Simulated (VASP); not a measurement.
Here is a VASP 6.6.1 calculation.

Contents of INCAR:

```
ALGO = Normal
EDIFF = 1E-6
ENCUT = 520
GGA = PE
ISIF = 2
ISMEAR = 0
LASPH = T
LCHARG = F
LREAL = F
LWAVE = F
NBANDS = 40
NELM = 60
PREC = Accurate
SIGMA = 0.1
```

File KPOINTS:

```
k-points
0
Gamma
  4 4 4
```

POSCAR

```
Sn4F
1.0
   -3.1487879300      3.1487879300      3.1487879300
    3.1487879300     -3.1487879300      3.1487879300
    3.1487879300      3.1487879300     -3.1487879300
Sn F
4 1
Direct
    0.0000000000      0.0000000000      0.5000000000
    0.5000000000      0.0000000000      0.0000000000
    0.0000000000      0.5000000000      0.0000000000
    0.5000000000      0.5000000000      0.5000000000
    0.0000000000      0.0000000000      0.0000000000
```

Potentials or basis: VASP PAW PBE potentials, release 64 (Sn_d, F).

The run is started by

```bash
$ cat potpaw_PBE.64/Sn_d/POTCAR potpaw_PBE.64/F/POTCAR > POTCAR
$ mpirun -np 1 vasp_std > vasp.out
```

Task: Predict the pressure.

Result: 1.9 GPa.

Task: Estimate the band gap on the k mesh.

Result: Zero (an odd number of electrons rules out a gap without spin polarisation).

Caveat: spin-orbit coupling is left out, which moves the levels of the heavy elements.
